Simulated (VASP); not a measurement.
# Au (P6_3/mmc) in VASP: a series of runs

Au is run at these levels: PBE; tasks: single point, relaxation of cell and atoms.

All numbers are computed with VASP 6.6.1; they aren't measurements. Logs are shortened: lines on timing, memory, paths and dates and some standing lists are left out, and cuts for length are marked.

### Step 1. The cell of the first run

It takes space group P6_3/mmc (No. 194, hexagonal). The conventional cell has a = 2.916 Å, b = 2.916 Å, c = 4.891 Å, α = 90.00°, β = 90.00°, γ = 120.00°. Within 3.8 Å of Au (site symmetry -6m2) lie 12 Au at 2.92 to 2.97 Å.

### Step 2. Single point, PBE

INCAR

```
PREC = Accurate ; ENCUT = 520
EDIFF = 1E-6 ; ISMEAR = -1
SIGMA = 0.15 ; LREAL = F
LASPH = T ; NELM = 60
ALGO = Fast ; ISIF = 2
LWAVE = F ; LCHARG = F
GGA = PE ; NBANDS = 18
```

KPOINTS

```
Automatic mesh
0
Gamma
  18 18 10
```

POSCAR

```
Au
1.0
    2.9158697421      0.0000000000      0.0000000000
   -1.4579348710      2.5252172708      0.0000000000
    0.0000000000      0.0000000000      4.8913943034
Au
2
Direct
    0.3333333333      0.6666666667      0.7500000000
    0.6666666667      0.3333333333      0.2500000000
```

Potentials or basis: VASP PAW PBE potentials, release 64 (Au).

Launch:

```sh
> cat potpaw_PBE.64/Au/POTCAR > POTCAR
> mpirun -np 1 vasp_std > vasp.out
```

OUTCAR:

```text
PREC = Accurate
   ENCUT = 520
   EDIFF = 1E-6
   ISMEAR = -1
   LREAL = F
   LASPH = T
   NELM = 60
   ISIF = 2
   GGA = PE

 ion  position               nearest neighbor table
   1  0.333  0.667  0.750-   2 2.97   2 2.97   2 2.97   2 2.97   2 2.97   2 2.97
   2  0.667  0.333  0.250-   1 2.97   1 2.97   1 2.97   1 2.97   1 2.97   1 2.97

  LATTYP: Found a hexagonal cell.
 ALAT       =     2.9158697421
 C/A-ratio  =     1.6775078231

  Lattice vectors:

 A1 = (   2.9158697421,   0.0000000000,   0.0000000000)
 A2 = (  -1.4579348710,   2.5252172708,   0.0000000000)
 A3 = (   0.0000000000,   0.0000000000,   4.8913943034)

Analysis of symmetry for initial positions (statically):
=====================================================================
 Subroutine PRICEL returns:
 Original cell was already a primitive cell.

 Routine SETGRP: Setting up the symmetry group for a
 hexagonal supercell.

 Subroutine GETGRP returns: Found 24 space group operations
 (whereof 12 operations were pure point group operations)
 out of a pool of 24 trial point group operations.

The static configuration has the point symmetry D_3d.
 The point group associated with its full space group is D_6h.

Analysis of symmetry for dynamics (positions and initial velocities):
=====================================================================
 Subroutine PRICEL returns:
 Original cell was already a primitive cell.

 Routine SETGRP: Setting up the symmetry group for a
 hexagonal supercell.

 Subroutine GETGRP returns: Found 24 space group operations
 (whereof 12 operations were pure point group operations)
 out of a pool of 24 trial point group operations.

The dynamic configuration has the point symmetry D_3d.
 The point group associated with its full space group is D_6h.

 Subroutine INISYM returns: Found 24 space group operations
 (whereof 12 operations are pure point group operations),
 and found     1 'primitive' translations

----------------------------------------------------------------------------------------

                                     Primitive cell

  volume of cell :      36.0163

  direct lattice vectors                    reciprocal lattice vectors
     2.915869742  0.000000000  0.000000000     0.342950848  0.198002764  0.000000000
    -1.457934871  2.525217271  0.000000000     0.000000000  0.396005529  0.000000000
     0.000000000  0.000000000  4.891394303     0.000000000  0.000000000  0.204440685

  length of vectors
     2.915869742  2.915869742  4.891394303     0.396005529  0.396005529  0.204440685

  position of ions in fractional coordinates (direct lattice)
     0.333333333  0.666666667  0.750000000
     0.666666667  0.333333333  0.250000000

  ion indices of the primitive-cell ions
   primitive index   ion index
                 1           1
                 2           2

----------------------------------------------------------------------------------------

 KPOINTS: Automatic mesh

Automatic generation of k-mesh.
 Grid dimensions read from file:
 generate k-points for:   18   18   10

 Generating k-lattice:

  Cartesian coordinates                     Fractional coordinates (reciprocal lattice)
     0.019052825  0.011000154  0.000000000     0.055555556  0.000000000  0.000000000
     0.000000000  0.022000307  0.000000000     0.000000000  0.055555556  0.000000000
     0.000000000  0.000000000  0.020444068     0.000000000  0.000000000  0.100000000

  Length of vectors
     0.022000307  0.022000307  0.020444068

  Shift w.r.t. Gamma in fractional coordinates (k-lattice)
     0.000000000  0.000000000  0.000000000

 Subroutine IBZKPT returns following result:
 ===========================================

 Found    222 irreducible k-points:

 Following reciprocal coordinates:
            Coordinates               Weight
  0.000000  0.000000  0.000000      1.000000
  0.055556  0.000000  0.000000      6.000000
  0.111111  0.000000  0.000000      6.000000
  0.166667 -0.000000  0.000000      6.000000
  0.222222  0.000000  0.000000      6.000000
  0.277778  0.000000  0.000000      6.000000
[... 16 lines left out ...]
  0.333333  0.111111  0.000000     12.000000
  0.388889  0.111111  0.000000     12.000000
 [... further k-points ...]
   k-points           NKPTS =    222   k-points in BZ     NKDIM =    222   number of bands    NBANDS=     18
   number of dos      NEDOS =    301   number of ions     NIONS =      2
   total plane-waves  NPLWV =  20736
   dimension x,y,z NGX =    24 NGY =   24 NGZ =   36
   dimension x,y,z NGXF=    48 NGYF=   48 NGZF=   72
   ions per type =               2
   NGX,Y,Z   is equivalent  to a cutoff of  13.68, 13.68, 12.24 a.u.
   NGXF,Y,Z  is equivalent  to a cutoff of  27.37, 27.37, 24.47 a.u.
 SYSTEM =  unknown system
   PREC   = accura    normal or accurate (medium, high low for compatibility)
   ISTART =      0    job   : 0-new  1-cont  2-samecut
   ICHARG =      2    charge: 1-file 2-atom 10-const
[... 95 lines left out ...]
     17      24.8737      0.00000
     18      26.3605      0.00000

 k-point     4 :       0.1667   -0.0000    0.0000
  band No.  band energies     occupation
      1       0.0990      2.00000
      2       2.2652      2.00000
      3       3.7677      2.00000
      4       4.2578      2.00000
      5       4.4444      2.00000
      6       4.6457      2.00000
[... 10 lines left out ...]
     17      25.1188      0.00000
     18      25.7474      0.00000

 k-point     5 :       0.2222    0.0000    0.0000
  band No.  band energies     occupation
      1       0.6551      2.00000
      2       2.5155      2.00000
      3       3.7540      2.00000
      4       3.9489      2.00000
      5       4.1449      2.00000
      6       4.7524      2.00000
[... 10 lines left out ...]
     17      25.0721      0.00000
     18      25.5572      0.00000

 k-point     6 :       0.2778    0.0000    0.0000
  band No.  band energies     occupation
      1       1.2475      2.00000
      2       2.5607      2.00000
      3       3.5073      2.00000
      4       3.9372      2.00000
      5       4.1429      2.00000
      6       4.6019      2.00000
[... 10 lines left out ...]
     17      23.1912      0.00000
     18      25.0956      0.00000

 k-point     7 :       0.3333    0.0000    0.0000
  band No.  band energies     occupation
      1       1.7419      2.00000
      2       2.4574      2.00000
      3       3.1514      2.00000
      4       4.1380      2.00000
      5       4.4108      2.00000
      6       4.4703      2.00000
[... 10 lines left out ...]
     17      22.1114      0.00000
     18      24.3982      0.00000

 k-point     8 :       0.3889    0.0000    0.0000
  band No.  band energies     occupation
      1       2.0302      2.00000
      2       2.3297      2.00000
      3       2.8925      2.00000
      4       4.3687      2.00000
      5       4.3909      2.00000
      6       4.5510      2.00000
[... 10 lines left out ...]
     17      21.1002      0.00000
     18      23.8181      0.00000
[... 229 lines left out ...]
     17      25.4472      0.00000
     18      25.8769      0.00000

 k-point    20 :       0.1667    0.1111    0.0000
  band No.  band energies     occupation
      1       0.9020      2.00000
      2       2.7307      2.00000
      3       3.5331      2.00000
      4       3.8540      2.00000
      5       4.1803      2.00000
      6       4.4820      2.00000
[... 10 lines left out ...]
     17      25.4468      0.00000
     18      25.5187      0.00000

 k-point    21 :       0.2222    0.1111    0.0000
  band No.  band energies     occupation
      1       1.4961      2.00000
      2       2.8012      2.00000
      3       3.4641      2.00000
      4       3.6284      2.00000
      5       4.1902      2.00000
      6       4.3466      2.00000
[... 10 lines left out ...]
     17      23.5396      0.00000
     18      24.7403      0.00000

 k-point    22 :       0.2778    0.1111    0.0000
  band No.  band energies     occupation
      1       2.0023      2.00000
      2       2.6851      2.00000
      3       3.1454      2.00000
      4       3.8962      2.00000
      5       4.2536      2.00000
      6       4.3547      2.00000
[... 10 lines left out ...]
     17      22.2608      0.00000
     18      23.9717      0.00000

 k-point    23 :       0.3333    0.1111    0.0000
  band No.  band energies     occupation
      1       2.2943      2.00000
      2       2.5484      2.00000
      3       2.9116      2.00000
      4       4.2064      2.00000
      5       4.2556      2.00000
      6       4.5838      2.00000
[... 10 lines left out ...]
     17      21.2625      0.00000
     18      23.4054      0.00000

 k-point    24 :       0.3889    0.1111    0.0000
  band No.  band energies     occupation
      1       2.4003      2.00000
      2       2.4558      2.00000
      3       2.7691      2.00000
      4       4.2007      2.00000
      5       4.4753      2.00000
      6       4.5942      2.00000
[... 10 lines left out ...]
     17      20.4012      0.00000
     18      23.0734      0.00000

 [... further k-points ...]

------------------------ aborting loop because EDIFF is reached ----------------------------------------

  FORCE on cell =-STRESS in cart. coord.  units (eV):
  Direction    XX          YY          ZZ          XY          YZ          ZX
  --------------------------------------------------------------------------------------
  -------------------------------------------------------------------------------------
  Total       -0.0334032     -0.0334032     -0.0366007     -0.0000000     -0.0000000      0.0000000
  in kB       -1.4859323     -1.4859323     -1.6281729     -0.0000000     -0.0000000      0.0000000
  external PRESSURE =      -1.5333458 kB  Pullay stress =       0.0000000 kB

 VOLUME and BASIS-vectors are now :
 -----------------------------------------------------------------------------
  energy-cutoff  :      520.00
  volume of cell :       36.02
      direct lattice vectors                 reciprocal lattice vectors
     2.915869742  0.000000000  0.000000000     0.342950848  0.198002764  0.000000000
    -1.457934871  2.525217271  0.000000000     0.000000000  0.396005529  0.000000000
     0.000000000  0.000000000  4.891394303     0.000000000  0.000000000  0.204440685

 POSITION                                       TOTAL-FORCE (eV/Angst)
 -----------------------------------------------------------------------------------
     -0.00000      1.68348      3.66855         0.000000     -0.000000      0.000000
      1.45793      0.84174      1.22285        -0.000000      0.000000      0.000000
 -----------------------------------------------------------------------------------
    total drift:                                0.000000     -0.000000      0.000000

  FREE ENERGIE OF THE ION-ELECTRON SYSTEM (eV)
  ---------------------------------------------------
  free  energy   TOTEN  =        -6.4506499734 eV

  energy  without entropy=       -6.4032326907  energy(sigma->0) =       -6.42694133
```

Run time: 42 s. Hardware: 1 thread of Intel Xeon 6975P-C (Granite Rapids), shared host; peak memory 0.24 GiB.

What came out:

| Quantity | Value |
| --- | --- |
| Free energy | -6.4506 eV |
| Pressure | -0.2 GPa |
| Band gap on the k mesh | zero (band 11 reaches 12.59 eV, above the bottom of band 12 at 6.01 eV) |

Caveat: spin-orbit coupling is left out, which moves the levels of the heavy elements.

### Step 3. Single point, PBE (volume scaled by 1.02, then relaxed in part)

INCAR

```
PREC = Accurate
ENCUT = 520
EDIFF = 1E-6
ISMEAR = -1
SIGMA = 0.15
LREAL = False
LASPH = True
NELM = 100
ALGO = Fast
ISIF = 2
LWAVE = False
LCHARG = True
GGA = PE
LELF = True
LVHAR = True
NBANDS = 18
```

KPOINTS

```
regular mesh
0
Gamma
  18 18 10
```

POSCAR

```
Au
1.0
    2.9328028263      0.0000000000      0.0000000000
   -1.4664014131      2.5398817519      0.0000000000
    0.0000000000      0.0000000000      4.9317760972
Au
2
Direct
    0.3333333333      0.6666666667      0.7500000000
    0.6666666667      0.3333333333      0.2500000000
```

Potentials or basis: VASP PAW PBE potentials, release 64 (Au).

Launch:

```sh
> cat potpaw_PBE.64/Au/POTCAR > POTCAR
> mpirun -np 1 vasp_std > vasp.out
```

Run time: 44 s. Hardware: 1 thread of Intel Xeon 6975P-C (Granite Rapids), shared host; peak memory 0.25 GiB.

It converged, with:

```
Free energy            : -6.4443 eV
Pressure               : -2.7 GPa
Band gap on the k mesh : zero (band 11 reaches 12.19 eV, above the bottom of band 12 at 5.74 eV)
```

Levels at points of the mesh, in eV from the Fermi level:
```
           k point  band 8  band 9  band 10  band 11  band 12  band 13  band 14  band 15
(0.00, 0.00, 0.00)   -3.31   -3.31    -2.11    -2.11    -0.78     2.32    14.64    15.63
(0.50, 0.00, 0.00)   -1.92   -1.83    -1.67     0.38     1.43     5.57     6.84     7.05
(0.00, 0.00, 0.50)   -4.23   -2.52    -2.52    -2.52    -2.52    10.13    10.13    14.90
(0.50, 0.00, 0.50)   -2.28   -1.74    -1.74     0.64     0.64     3.60     3.60    12.89
```

Caveat: the cell differs from its parent crystal (volume scaled by 1.02, then relaxed in part); spin-orbit coupling is left out, which moves the levels of the heavy elements.

### Step 4. Single point, PBE

This run uses another cell than the first one, of 16.06 Å³/atom, 0.892 times its volume.

INCAR

```
ALGO     = Fast           # electronic algorithm
EDIFF    = 1E-7           # SCF threshold, eV
ENCUT    = 520            # plane-wave cutoff, eV
GGA      = PE             # functional
ISIF     = 2              # what is computed and relaxed
ISMEAR   = -1             # smearing method
LASPH    = True           # aspherical terms in the spheres
LCHARG   = False          # write CHGCAR
LREAL    = False          # projectors in reciprocal space
LWAVE    = False          # write WAVECAR
NBANDS   = 18             # bands
NELM     = 100            # most SCF steps
PREC     = Accurate       # precision mode
SIGMA    = 0.15           # smearing width, eV
```

KPOINTS

```
k-points
0
Gamma
  18 18 10
```

POSCAR

```
Au
1.0
    2.8134518464      0.0000000000      0.0000000000
   -1.4067259232      2.4365207713      0.0000000000
    0.0000000000      0.0000000000      4.6853659681
Au
2
Direct
    0.3333333333      0.6666666667      0.7500000000
    0.6666666667      0.3333333333      0.2500000000
```

Launch:

```sh
> cat potpaw_PBE.64/Au/POTCAR > POTCAR
> mpirun -np 1 vasp_std > vasp.out
```

Wall time 48 s (1 thread of Intel Xeon 6975P-C (Granite Rapids), shared host); peak memory 0.23 GiB.

Results (log left out):

```
Free energy            : -6.2197 eV
Pressure               : 21.6 GPa
Band gap on the k mesh : zero (band 11 reaches 15.13 eV, above the bottom of band 12 at 7.71 eV)
```

Levels at points of the mesh, in eV from the Fermi level:
```csv
k point,band 9,band 10,band 11,band 12,band 13,band 14
"(0.00, 0.00, 0.00)",-3.83,-2.27,-2.27,-1.37,3.11,14.49
"(0.50, 0.00, 0.00)",-1.94,-1.72,0.37,1.71,6.01,7.58
"(0.00, 0.00, 0.50)",-2.78,-2.78,-2.78,-2.78,11.24,11.24
"(0.50, 0.00, 0.50)",-1.81,-1.81,0.33,0.33,4.32,4.32
```

Caveat: spin-orbit coupling is left out, which moves the levels of the heavy elements.

### Step 5. Relaxation of cell and atoms, PBE, target pressure 22 GPa, at which the enthalpy is minimised

This run uses another cell than the first one, of 16.86 Å³/atom, 0.936 times its volume.

INCAR

```
PREC = Accurate
ENCUT = 600
EDIFF = 1E-7
ISMEAR = -1
SIGMA = 0.15
LREAL = False
LASPH = True
NELM = 100
ALGO = Fast
ISIF = 3
LWAVE = False
LCHARG = False
GGA = PE
IBRION = 2
NSW = 80
EDIFFG = -0.001
PSTRESS = 220.0
```

KPOINTS

```
regular mesh
0
Gamma
  18 18 10
```

POSCAR

```
Au
1.0
    2.8571529801      0.0000000000      0.0000000000
   -1.4285764900      2.4743670633      0.0000000000
    0.0000000000      0.0000000000      4.7688590779
Au
2
Direct
    0.3333333333      0.6666666667      0.7500000000
    0.6666666667      0.3333333333      0.2500000000
```

Launch:

```sh
> cat potpaw_PBE.64/Au/POTCAR > POTCAR
> mpirun -np 1 vasp_std > vasp.out
```

Wall time 6.2 min (1 thread of Intel Xeon 6975P-C (Granite Rapids), shared host); peak memory 0.26 GiB.

The run converged. Its results:

```
Free energy                                            : -6.2159 eV
Relaxed volume                                         : 16.04 Å³/atom
Relaxed cell                                           : a = 2.813 Å, b = 2.813 Å, c = 4.683 Å, α = 90.00°, β = 90.00°, γ = 120.00°
Space group after relaxing (to 0.05 Å)                 : P6_3/mmc (No. 194)
Energy change on relaxing (the enthalpy is what falls) : +81.8 meV/atom
Ionic steps                                            : 12
Pressure after relaxing                                : 22.0 GPa
Band gap on the k mesh                                 : zero (band 11 reaches 15.15 eV, above the bottom of band 12 at 7.72 eV)
```

Step by step:
```
step  energy change (eV)  largest force (eV/Å)  pressure (GPa)  volume (Å³)
   1              0.0000                0.0000           10.78        33.71
   2              1.1562                0.0000           66.89        28.28
   3              0.1536                0.0000           21.41        32.16
   4              0.1618                0.0000           21.91        32.10
   5              0.1661                0.0000           22.16        32.07
   6              0.1571                0.0000           21.62        32.13
   7              0.1615                0.0000           21.89        32.10
   8              0.1637                0.0000           22.01        32.09
   9              0.1638                0.0000           22.02        32.08
  10              0.1638                0.0000           22.02        32.08
  11              0.1631                0.0000           21.97        32.09
  12              0.1635                0.0000           22.00        32.09
```

Final structure:
```
Au
1.0
     2.81274    0.00000    0.00000
    -1.40637    2.43590    0.00000
     0.00000    0.00000    4.68313
Au
2
Direct
  0.33333 0.66667 0.75000
  0.66667 0.33333 0.25000
```

Levels at points of the mesh, in eV from the Fermi level:
```
           k point  band 8  band 9  band 10  band 11  band 12  band 13  band 14  band 15
(0.00, 0.00, 0.00)   -3.84   -3.84    -2.27    -2.27    -1.38     3.12    14.48    15.88
(0.50, 0.00, 0.00)   -1.97   -1.94    -1.72     0.37     1.71     6.01     7.59     7.90
(0.00, 0.00, 0.50)   -4.96   -2.78    -2.78    -2.78    -2.78    11.25    11.25    14.84
(0.50, 0.00, 0.50)   -2.56   -1.81    -1.81     0.33     0.33     4.32     4.32    13.63
```

Caveat: the cell is relaxed towards a set pressure, so the enthalpy falls and the energy may rise; spin-orbit coupling is left out, which moves the levels of the heavy elements.

### Step 6. Overview

```csv
task,cell,cutoff (eV),gap on the mesh (eV),pressure (GPa)
single point,"a = 2.916, b = 2.916, c = 4.891 Å, angles 90.0, 90.0, 120.0°, 2 atoms",520,none,-0.2
single point,"a = 2.933, b = 2.933, c = 4.932 Å, angles 90.0, 90.0, 120.0°, 2 atoms",520,none,-2.7
single point,"a = 2.813, b = 2.813, c = 4.685 Å, angles 90.0, 90.0, 120.0°, 2 atoms",520,none,21.6
relaxation of cell and atoms,"relaxed to 22 GPa from a = 2.857, b = 2.857, c = 4.769 Å, angles 90.0, 90.0, 120.0°, 2 atoms",600,none,22.0
```

Alike in all rows: level PBE; potentials or basis VASP PAW PBE potentials, release 64 (Au); no spin polarisation; k mesh 18 × 18 × 10; smearing fermi-dirac 0.15 eV.

Caveats: spin-orbit coupling is left out, which moves the levels of the heavy elements; the cell is relaxed towards a set pressure, so the enthalpy falls and the energy may rise (some runs).

Absolute energies hang on the potentials; compare differences alone.
